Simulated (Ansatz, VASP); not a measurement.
## Zr7CoO16: VASP beside Ansatz

```
Co Zr O
1.0
    10.28408    0.00000    0.00000
     5.14204    5.20869    0.00000
     4.29560    0.00000    5.24199
Co Zr O
1 7 16
Direct
  0.00682 0.05056 0.16295
  0.50802 0.04399 0.21546
  0.94160 0.53466 0.30222
  0.44145 0.54643 0.28741
  0.48191 0.95592 0.79673
  0.99060 0.95719 0.77753
  0.55941 0.44908 0.71084
  0.04998 0.46977 0.71099
  0.71529 0.31306 0.33931
  0.19150 0.32740 0.35504
  0.98780 0.83227 0.13956
  0.48686 0.81888 0.14735
  0.80427 0.68300 0.64845
  0.31220 0.66890 0.64090
  0.51226 0.17715 0.85734
  0.03507 0.16317 0.83766
  0.60493 0.76329 0.47854
  0.10391 0.76873 0.47308
  0.12044 0.24089 0.04188
  0.63559 0.24545 0.03231
  0.87756 0.27340 0.55502
  0.38364 0.25120 0.53253
  0.37613 0.72818 0.97441
  0.87277 0.73745 0.98249
```

Alike in both runs: task single point; functional PBEsol; k mesh 3 × 3 × 3; occupations gaussian, width 0.05 eV; collinear spin.

```csv
,VASP,Ansatz
version,VASP 6.6.1,Ansatz 0.2.0
potentials or method,"VASP PAW PBE potentials, release 64 (Co, Zr_sv, O), cutoff 600 eV","scalar-relativistic, plane waves, PAW"
valence electrons in the cell,189,197
```

|  | VASP | Ansatz | Ansatz less VASP |
| --- | --- | --- | --- |
| gap on the k mesh at the Fermi level (eV) | 0.24 | 0.25 | +0.015 |
| least direct gap on the mesh (eV) | 0.25 | 0.28 | +0.028 |
| pressure (GPa) | -4.6 | -3.9 | +0.73 |
| traceless stress, the component that is largest in VASP (GPa) | 1.96 | 1.44 | -0.520 |
| rms of the force components (eV/Å) | 0.243 | 0.117 | -0.1262 |
| net moment per atom (μB) | 0.04 | 0.12 | +0.083 |
| size of the moment on the site where the two differ most (μB) | 0.74 | 1.96 | +1.226 |

VASP's potentials were made for PBE, not for PBEsol. Site moments also hang on the region over which each program counts them. Atom by atom the forces differ by 0.173 eV/Å (rms over components). VASP's potentials hold 189 valence electrons a cell and Ansatz's 197, so a difference there can come from the potentials and not from the codes. Ansatz's warnings: specified occupation not kept.
